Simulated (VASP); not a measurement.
# C (Fm-3m) in VASP: notebook

Runs on C. Level: PBE. Tasks: single point.

Everything below comes from runs of VASP 6.6.1. Logs are shortened: lines on timing, memory, paths and dates and some standing lists are left out, and cuts for length are marked.

## (1) The cell of the first run

Symmetry: Fm-3m, No. 225, cubic system. Conventional cell: a = 4.235 Å, b = 4.235 Å, c = 4.235 Å, α = 90.00°, β = 90.00°, γ = 90.00°. Within 2.4 Å of C (site symmetry m-3m) lie 8 C at 1.83 Å. C (site symmetry -43m) has 10 C at 1.83 to 2.12 Å within 2.4 Å.

## (2) Single point, PBE

INCAR reads:

```
PREC     = Accurate       # precision mode
ENCUT    = 520            # plane-wave cutoff, eV
EDIFF    = 1E-6           # SCF threshold, eV
ISMEAR   = 0              # smearing method
SIGMA    = 0.1            # smearing width, eV
LREAL    = False          # projectors in reciprocal space
LASPH    = True           # aspherical terms in the spheres
NELM     = 60             # most SCF steps
ALGO     = Normal         # electronic algorithm
ISIF     = 2              # what is computed and relaxed
LWAVE    = False          # write WAVECAR
LCHARG   = False          # write CHGCAR
GGA      = PE             # functional
NBANDS   = 13             # bands
```

KPOINTS reads:

```
regular mesh
0
Gamma
  8 8 8
```

POSCAR reads:

```
C
1.0
    0.0000000000      2.1173110900      2.1173110900
    2.1173110900      0.0000000000      2.1173110900
    2.1173110900      2.1173110900      0.0000000000
C
3
Direct
    0.5000000000      0.5000000000      0.5000000000
    0.7500000000      0.7500000000      0.7500000000
    0.2500000000      0.2500000000      0.2500000000
```

Potentials or basis: VASP PAW PBE potentials, release 64 (C).

Run with:

```bash
$ cat potpaw_PBE.64/C/POTCAR > POTCAR
$ mpirun -np 1 vasp_std > vasp.out
```

OUTCAR:

```text
PREC = Accurate
   ENCUT = 520
   EDIFF = 1E-6
   ISMEAR = 0
   LREAL = False
   LASPH = True
   NELM = 60
   ISIF = 2
   GGA = PE

 ion  position               nearest neighbor table
   1  0.500  0.500  0.500-   2 1.83   3 1.83   3 1.83   3 1.83   3 1.83   2 1.83   2 1.83   2 1.83

   2  0.750  0.750  0.750-   1 1.83   1 1.83   1 1.83   1 1.83
   3  0.250  0.250  0.250-   1 1.83   1 1.83   1 1.83   1 1.83

  LATTYP: Found a face centered cubic cell.
 ALAT       =     4.2346221800

  Lattice vectors:

 A1 = (   0.0000000000,   2.1173110900,   2.1173110900)
 A2 = (   2.1173110900,   0.0000000000,   2.1173110900)
 A3 = (   2.1173110900,   2.1173110900,   0.0000000000)

Analysis of symmetry for initial positions (statically):
=====================================================================
 Subroutine PRICEL returns:
 Original cell was already a primitive cell.

 Routine SETGRP: Setting up the symmetry group for a
 face centered cubic supercell.

 Subroutine GETGRP returns: Found 48 space group operations
 (whereof 48 operations were pure point group operations)
 out of a pool of 48 trial point group operations.

The static configuration has the point symmetry O_h .

Analysis of symmetry for dynamics (positions and initial velocities):
=====================================================================
 Subroutine PRICEL returns:
 Original cell was already a primitive cell.

 Routine SETGRP: Setting up the symmetry group for a
 face centered cubic supercell.

 Subroutine GETGRP returns: Found 48 space group operations
 (whereof 48 operations were pure point group operations)
 out of a pool of 48 trial point group operations.

The dynamic configuration has the point symmetry O_h .

 Subroutine INISYM returns: Found 48 space group operations
 (whereof 48 operations are pure point group operations),
 and found     1 'primitive' translations

----------------------------------------------------------------------------------------

                                     Primitive cell

  volume of cell :      18.9838

  direct lattice vectors                    reciprocal lattice vectors
     0.000000000  2.117311090  2.117311090    -0.236148577  0.236148577  0.236148577
     2.117311090  0.000000000  2.117311090     0.236148577 -0.236148577  0.236148577
     2.117311090  2.117311090  0.000000000     0.236148577  0.236148577 -0.236148577

  length of vectors
     2.994330059  2.994330059  2.994330059     0.409021333  0.409021333  0.409021333

  position of ions in fractional coordinates (direct lattice)
     0.500000000  0.500000000  0.500000000
     0.750000000  0.750000000  0.750000000
     0.250000000  0.250000000  0.250000000

  ion indices of the primitive-cell ions
   primitive index   ion index
                 1           1
                 2           2
                 3           3

----------------------------------------------------------------------------------------

 KPOINTS: regular mesh

Automatic generation of k-mesh.
 Grid dimensions read from file:
 generate k-points for:    8    8    8

 Generating k-lattice:

  Cartesian coordinates                     Fractional coordinates (reciprocal lattice)
    -0.029518572  0.029518572  0.029518572     0.125000000  0.000000000  0.000000000
     0.029518572 -0.029518572  0.029518572     0.000000000  0.125000000  0.000000000
     0.029518572  0.029518572 -0.029518572     0.000000000  0.000000000  0.125000000

  Length of vectors
     0.051127667  0.051127667  0.051127667

  Shift w.r.t. Gamma in fractional coordinates (k-lattice)
     0.000000000  0.000000000  0.000000000

 Subroutine IBZKPT returns following result:
 ===========================================

 Found     29 irreducible k-points:

 Following reciprocal coordinates:
            Coordinates               Weight
  0.000000  0.000000  0.000000      1.000000
  0.125000  0.000000  0.000000      8.000000
  0.250000  0.000000  0.000000      8.000000
  0.375000  0.000000  0.000000      8.000000
  0.500000  0.000000  0.000000      4.000000
  0.125000  0.125000  0.000000      6.000000
[... 16 lines left out ...]
  0.500000  0.250000  0.125000     48.000000
 -0.375000  0.250000  0.125000     24.000000
 [... further k-points ...]
   k-points           NKPTS =     29   k-points in BZ     NKDIM =     29   number of bands    NBANDS=     13
   number of dos      NEDOS =    301   number of ions     NIONS =      3
   total plane-waves  NPLWV =  13824
   dimension x,y,z NGX =    24 NGY =   24 NGZ =   24
   dimension x,y,z NGXF=    48 NGYF=   48 NGZF=   48
   ions per type =               3
   NGX,Y,Z   is equivalent  to a cutoff of  13.32, 13.32, 13.32 a.u.
   NGXF,Y,Z  is equivalent  to a cutoff of  26.65, 26.65, 26.65 a.u.
 SYSTEM =  unknown system
   PREC   = accura    normal or accurate (medium, high low for compatibility)
   ISTART =      0    job   : 0-new  1-cont  2-samecut
   ICHARG =      2    charge: 1-file 2-atom 10-const
   ISPIN  =      1    spin polarized calculation?
   LNONCOLLINEAR =      F non collinear calculations
   LSORBIT =      F    spin-orbit coupling
   LASPH  =      T    aspherical Exc in radial PAW
   ENCUT  =  520.0 eV  38.22 Ry    6.18 a.u.   5.57  5.57  5.57*2*pi/ulx,y,z
   NELM   =     60;   NELMIN=  2; NELMDL= -5     # of ELM steps
   EDIFF  = 0.1E-05   stopping-criterion for ELM
   LREAL  =      F    real-space projection
   EDIFFG = 0.1E-04   stopping-criterion for IOM
   NSW    =      0    number of steps for IOM
   IBRION =     -1    ionic relax: 0-MD 1-quasi-New 2-CG
   NFREE  =      0    steps in history (QN), initial steepest desc. (CG)
   ISIF   =      2    stress and relaxation
   ISYM   =      2    0-nonsym 1-usesym 2-fastsym
   POTIM  = 0.5000    time-step for ionic-motion
   TEBEG  =    0.0;   TEEND  =   0.0 temperature during run
   PSTRESS=    0.0 pullay stress
   NELECT =      12.0000    total number of electrons
   NUPDOWN=      -1.0000    fix difference up-down
   EMIN   =  10.00;   EMAX   =-10.00  energy-range for DOS
   EFERMI =   0.00;   METHOD = LEGACY
   ISMEAR =     0;   SIGMA  =   0.10  broadening in eV -4-tet -1-fermi 0-gaus
   EFERMI_NEDOS =   21; number of points for ismear=-14 and -15
   IALGO  =     38    algorithm
   IMIX   =      4    mixing-type and parameters
     AMIX     =   0.40;   BMIX     =  1.00
     AMIX_MAG =   1.60;   BMIX_MAG =  1.00
  volume/ion in A,a.u.               =       6.33        42.70
  Fermi-wavevector in a.u.,A,eV,Ry     =   1.404992  2.655050 26.857942  1.974003
  Thomas-Fermi vector in A             =   2.527498
   LORBIT       =      0    0 simple, 1 ext, 2 COOP (PROOUT), +10 PAW based schemes
   GGA     = PE    functional components
   LHFCALC =     F    Hartree Fock is set to
   AEXX    =    0.0000 exact exchange contribution
   IVDW    =     0    specifies the selected vdW correction
   LEPSILON=     F    determine dielectric tensor
   LRPA    =     F    only Hartree local field effects (RPA)
 non-spin polarized calculation
 Gauss-broadening in eV      SIGMA  =   0.10
  energy-cutoff  :      520.00
  volume of cell :       18.98
 maximum number of plane-waves:       531
 NGX is ok and might be reduce to    24
   NGX = 11   NGY = 11   NGZ = 11

 number of electron      11.9999999 magnetization

 Free energy of the ion-electron system (eV)
  ---------------------------------------------------
  ext. energy  EPLUGINS =         0.00000000
  ---------------------------------------------------
  free energy    TOTEN  =       -16.00943348 eV

  energy without entropy =      -16.00454428  energy(sigma->0) =      -16.00698888

 E-fermi :  10.0701     XC(G=0): -13.0743

 val. band max:       10.0475059657   @ k =   0.3750   0.1250   0.0000
 cond. band min:      10.1504609686   @ k =   0.2500   0.1250   0.0000
 fundamental gap:      0.1029550029
 Fermi energy:        10.0700784923

 k-point     1 :       0.0000    0.0000    0.0000
  band No.  band energies     occupation
      1     -11.6889      2.00000
      2       6.5173      2.00000
      3       6.5173      2.00000
      4       6.5173      2.00000
      5       6.7601      2.00000
      6       6.7601      2.00000
      7       6.7601      2.00000
      8       7.8550      2.00000
      9      11.7131      0.00000
     10      15.3484      0.00000
     11      15.3484      0.00000
     12      15.3484      0.00000
     13      25.3439      0.00000

 k-point     2 :       0.1250    0.0000    0.0000
  band No.  band energies     occupation
      1     -11.3747      2.00000
      2       3.1339      2.00000
      3       5.4109      2.00000
      4       5.4109      2.00000
      5       7.1357      2.00000
      6       7.8658      2.00000
      7       7.8658      2.00000
      8       9.7937      1.99991
      9      12.6853      0.00000
     10      15.1563      0.00000
     11      15.1563      0.00000
     12      15.5938      0.00000
     13      26.5175      0.00000

 k-point     3 :       0.2500    0.0000    0.0000
  band No.  band energies     occupation
      1     -10.4405      2.00000
      2      -0.4668      2.00000
      3       4.5038      2.00000
      4       4.5038      2.00000
      5       6.7770      2.00000
      6       8.4566      2.00000
      7       8.4566      2.00000
      8      11.0235      0.00000
      9      14.2097      0.00000
     10      15.4611      0.00000
     11      15.4611      0.00000
     12      17.1657      0.00000
     13      26.3384      0.00000

 k-point     4 :       0.3750    0.0000    0.0000
  band No.  band energies     occupation
      1      -8.9334      2.00000
      2      -3.6526      2.00000
      3       3.9786      2.00000
      4       3.9786      2.00000
      5       6.5063      2.00000
      6       8.3278      2.00000
      7       8.3278      2.00000
      8      11.3131      0.00000
      9      15.7024      0.00000
     10      16.6750      0.00000
     11      16.6750      0.00000
     12      18.6419      0.00000
     13      25.2197      0.00000

 k-point     5 :       0.5000    0.0000    0.0000
  band No.  band energies     occupation
      1      -7.4934      2.00000
      2      -5.6628      2.00000
      3       3.8116      2.00000
      4       3.8116      2.00000
      5       6.4121      2.00000
      6       8.1749      2.00000
      7       8.1749      2.00000
      8      11.3099      0.00000
      9      16.9828      0.00000
     10      17.4363      0.00000
     11      17.4363      0.00000
     12      18.3136      0.00000
     13      25.1165      0.00000
[... 257 lines left out ...]
 k-point    22 :       0.3750    0.2500    0.1250
  band No.  band energies     occupation
      1      -9.6145      2.00000
      2      -0.0520      2.00000
      3       0.3123      2.00000
      4       3.2113      2.00000
      5       6.1050      2.00000
      6       9.5381      2.00000
      7      10.9919      0.00000
      8      11.7889      0.00000
      9      13.3796      0.00000
     10      15.8276      0.00000
     11      17.3741      0.00000
     12      18.2935      0.00000
     13      25.4172      0.00000

 k-point    23 :       0.5000    0.2500    0.1250
  band No.  band energies     occupation
      1      -8.1207      2.00000
      2      -2.9613      2.00000
      3      -0.1571      2.00000
      4       2.1229      2.00000
      5       7.1517      2.00000
      6       8.7267      2.00000
      7      11.7291      0.00000
      8      12.8115      0.00000
      9      14.1252      0.00000
     10      16.6974      0.00000
     11      17.5796      0.00000
     12      18.9742      0.00000
     13      24.3608      0.00000

 k-point    24 :      -0.3750    0.2500    0.1250
  band No.  band energies     occupation
      1      -6.6859      2.00000
      2      -4.9347      2.00000
      3      -0.1930      2.00000
      4       1.6442      2.00000
      5       7.8683      2.00000
      6       7.9912      2.00000
      7      11.9135      0.00000
      8      14.1771      0.00000
      9      14.4355      0.00000
     10      15.9154      0.00000
     11      18.1636      0.00000
     12      18.6625      0.00000
     13      24.4462      0.00000

 [... further k-points ...]

------------------------ aborting loop because EDIFF is reached ----------------------------------------

  FORCE on cell =-STRESS in cart. coord.  units (eV):
  Direction    XX          YY          ZZ          XY          YZ          ZX
  --------------------------------------------------------------------------------------
  -------------------------------------------------------------------------------------
  Total        1.9033468      1.9033468      1.9033468     -0.0000000      0.0000000     -0.0000000
  in kB      160.6365948    160.6365948    160.6365948     -0.0000000      0.0000000     -0.0000000
  external PRESSURE =     160.6365948 kB  Pullay stress =       0.0000000 kB

 VOLUME and BASIS-vectors are now :
 -----------------------------------------------------------------------------
  energy-cutoff  :      520.00
  volume of cell :       18.98
      direct lattice vectors                 reciprocal lattice vectors
     0.000000000  2.117311090  2.117311090    -0.236148577  0.236148577  0.236148577
     2.117311090  0.000000000  2.117311090     0.236148577 -0.236148577  0.236148577
     2.117311090  2.117311090  0.000000000     0.236148577  0.236148577 -0.236148577

 POSITION                                       TOTAL-FORCE (eV/Angst)
 -----------------------------------------------------------------------------------
      2.11731      2.11731      2.11731         0.000000     -0.000000      0.000000
      3.17597      3.17597      3.17597         0.000000      0.000000      0.000000
      1.05866      1.05866      1.05866        -0.000000     -0.000000     -0.000000
 -----------------------------------------------------------------------------------
    total drift:                               -0.000000      0.000000      0.000000

  FREE ENERGIE OF THE ION-ELECTRON SYSTEM (eV)
  ---------------------------------------------------
  free  energy   TOTEN  =       -16.0094334762 eV

  energy  without entropy=      -16.0045442794  energy(sigma->0) =      -16.00698888
```

It took 9.6 s on 1 thread of Intel Xeon 8259CL, shared host; peak memory 0.13 GiB.

What came out:

```
Free energy            : -16.0094 eV
Pressure               : 16.1 GPa
Band gap on the k mesh : zero (band 6 reaches 11.58 eV, above the bottom of band 7 at 6.76 eV)
```

## (3) Single point, PBE

This run uses another cell than the first one, of 6.78 Å³/atom, 1.071 times its volume.

INCAR reads:

```
SYSTEM = C
PREC     = Accurate       ! precision mode
ENCUT    = 520            ! plane-wave cutoff, eV
EDIFF    = 1E-7           ! SCF threshold, eV
ISMEAR   = 0              ! smearing method
SIGMA    = 0.1            ! smearing width, eV
LREAL    = .False.        ! projectors in reciprocal space
LASPH    = .True.         ! aspherical terms in the spheres
NELM     = 80             ! most SCF steps
ALGO     = Normal         ! electronic algorithm
ISIF     = 2              ! what is computed and relaxed
LWAVE    = .False.        ! write WAVECAR
LCHARG   = .False.        ! write CHGCAR
GGA      = PE             ! functional
NBANDS   = 13             ! bands
```

KPOINTS reads:

```
Automatic mesh
0
Gamma
  8 8 8
  0 0 0
```

POSCAR reads:

```
C
1.0
    0.0000000000      2.1665664221      2.1665664221
    2.1665664221      0.0000000000      2.1665664221
    2.1665664221      2.1665664221      0.0000000000
C
3
Direct
    0.5000000000      0.5000000000      0.5000000000
    0.7500000000      0.7500000000      0.7500000000
    0.2500000000      0.2500000000      0.2500000000
```

Potentials or basis: VASP PAW PBE potentials, release 64 (C).

Run with:

```bash
$ cat potpaw_PBE.64/C/POTCAR > POTCAR
$ mpirun -np 1 vasp_std > vasp.out
```

Wall time 11 s (1 thread of Intel Xeon 8259CL, shared host); peak memory 0.13 GiB.

Results (log left out):

| Quantity | Value |
| --- | --- |
| Free energy | -16.0760 eV |
| Pressure | 0.1 GPa |
| Band gap on the k mesh | zero (band 6 reaches 10.47 eV, above the bottom of band 7 at 6.02 eV) |

Levels at points of the mesh, in eV from the Fermi level:
| k point | band 2 | band 3 | band 4 | band 5 | band 6 | band 7 | band 8 | band 9 | band 10 | band 11 |
| --- | --- | --- | --- | --- | --- | --- | --- | --- | --- | --- |
| (0.00, 0.00, 0.00) | -3.32 | -3.32 | -3.32 | -3.11 | -3.11 | -3.11 | -2.84 | 0.81 | 5.01 | 5.01 |
| (0.50, 0.00, 0.00) | -15.03 | -5.88 | -5.88 | -4.04 | -1.73 | -1.73 | 0.87 | 6.21 | 6.89 | 6.89 |
| (0.50, 0.50, 0.00) | -14.58 | -9.02 | -9.02 | -8.12 | -1.56 | 4.58 | 4.58 | 6.23 | 6.77 | 7.47 |

## (4) Single point, PBE, collinear spin, ferromagnetic start

This run uses another cell than the first one, of 6.78 Å³/atom, 1.071 times its volume.

INCAR reads:

```
SYSTEM = C
ALGO = Normal ; EDIFF = 1E-7
ENCUT = 520 ; GGA = PE
ISIF = 2 ; ISMEAR = 0
ISPIN = 2 ; LASPH = .TRUE.
LCHARG = .TRUE. ; LELF = .TRUE.
LORBIT = 11 ; LREAL = .FALSE.
LVHAR = .TRUE. ; LWAVE = .FALSE.
MAGMOM = 1 1 1 ; NBANDS = 17
NELM = 150 ; PREC = Accurate
SIGMA = 0.1
```

KPOINTS reads:

```
k-points
0
G
  6 6 6
  0 0 0
```

POSCAR is that of step 3.

Run with:

```bash
$ cat potpaw_PBE.64/C/POTCAR > POTCAR
$ mpirun -np 1 vasp_std > vasp.out
```

Wall time 22 s (1 thread of Intel Xeon 8259CL, shared host); peak memory 0.14 GiB.

The run converged. Its results:

```yaml
Free_energy: -15.9443 eV
Pressure: 5.5 GPa
Band_gap_on_the_k_mesh: zero (filled and empty bands overlap)
Net_moment: 0.00 μB per cell
Valence_electrons_inside_the_program's_atomic_spheres: C 2.14, 2.19
```

Levels at points of the mesh, in eV from the Fermi level:
Spin up:
```tsv
k point	band 4	band 5	band 6	band 7	band 8	band 9
(0.00, 0.00, 0.00)	-3.15	-2.94	-2.94	-2.94	-2.66	0.98
(0.50, 0.00, 0.00)	-5.71	-3.87	-1.56	-1.56	1.04	6.38
(0.50, 0.50, 0.00)	-8.85	-7.95	-1.40	4.76	4.76	6.41
```
Spin down:
```tsv
k point	band 3	band 4	band 5	band 6	band 7	band 8	band 9	band 10
(0.00, 0.00, 0.00)	-3.15	-3.15	-2.94	-2.94	-2.94	-2.66	0.98	5.18
(0.50, 0.00, 0.00)	-5.71	-5.71	-3.87	-1.56	-1.56	1.04	6.38	7.06
(0.50, 0.50, 0.00)	-8.85	-8.85	-7.95	-1.40	4.76	4.76	6.41	6.95
```

Caveat: the k points lie up to 0.42 Å⁻¹ apart.

## (5) Overview

```tsv
spin	cell	k mesh	gap on the mesh (eV)	pressure (GPa)
off	a = 2.994 Å, angles 60.0°, 3 atoms	8 × 8 × 8	none	16.1
off	a = 3.064 Å, angles 60.0°, 3 atoms	8 × 8 × 8	none	0.1
collinear, ferromagnetic start	a = 3.064 Å, angles 60.0°, 3 atoms	6 × 6 × 6	none	5.5
```

Alike in all rows: task single point; level PBE; potentials or basis VASP PAW PBE potentials, release 64 (C); cutoff (eV) 520; smearing gaussian 0.1 eV.

Caveats: some runs use coarse meshes.

Total energies depend on the potentials used, so only differences within one code and one set of settings carry meaning.
